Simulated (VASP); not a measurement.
## Sn: single point with PBEsol

The system is Sn.

```xyz
1
Lattice="-1.8878 1.8937 1.8751 1.8698 -1.9230 1.8863 1.8661 1.9013 -1.9043" Properties=species:S:1:pos:R:3 pbc="T T T"
Sn    0.0794    0.0375    0.1456
```

```yaml
Program: VASP 6.6.1
Task: single point
Functional: PBEsol
Potentials_or_basis: VASP PAW PBE potentials, release 64 (Sn_d)
Cutoff: 520 eV
k_mesh: 7 × 7 × 7
Occupations: methfessel-paxton, width 0.1 eV
Spin: non-collinear spin, zero start, spin-orbit coupling
Starting_moments: "[[0.0, 0.0, 0.0]] μB"
```

```
Pressure                                              : -0.7 GPa
Net moment                                            : 0.00 μB per cell
Valence electrons inside the program's atomic spheres : Sn 12.17
```

Stress tensor (GPa, compression positive):
```
-0.46 -0.06  0.17
-0.06 -1.05 -0.38
 0.17 -0.38 -0.59
```

Moments on the atoms (μB; x, y, z):
```
Sn  0.00 0.00 0.00
```

It took 48 s on 1 thread of Intel(R) Xeon(R) 6975P-C (Granite Rapids), on a shared host, peak memory 0.29 GiB.

Caveat: the PAW data sets were made with another functional, which shifts forces and pressure a little.
